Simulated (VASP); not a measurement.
ZrB2:

```
Zr B
1.0
     3.17000    0.00000    0.00000
    -1.58500    2.74530    0.00000
     0.00000    0.00000    3.53300
Zr B
1 2
Direct
  0.00000 0.00000 0.00000
  0.33333 0.66667 0.50000
  0.66667 0.33333 0.50000
```

Base run:

* Program: VASP 6.6.1
* Functional: revPBE
* Potentials or basis: VASP PAW PBE potentials, release 64 (Zr_sv, B)
* Cutoff: 500 eV
* k mesh: 10 × 10 × 8
* Occupations: fermi-dirac, width 0.05 eV
* Spin: no spin polarisation

Its results: band gap on the k mesh zero (bands 9 and 10 overlap by 0.80 eV); pressure 3.6 GPa.

Problem. After a change of settings the same cell gave: band gap on the k mesh zero (bands 9 and 10 overlap by 0.80 eV); pressure -3.7 GPa. Which change was it?
A. functional from revPBE to LDA; potentials or basis from VASP PAW PBE potentials, release 64 (Zr_sv, B) to VASP PAW LDA potentials, release 64 (Zr_sv, B)
B. functional from revPBE to PBEsol
C. functional from revPBE to BLYP

Solution. B.

PBEsol binds more tightly than revPBE, so the same cell stands under less pressure.

Caveats: the PAW data sets were made with another functional, which shifts forces and pressure a little; the cell stands under pressure (at least some runs); the cell stands under tension (at least some runs).
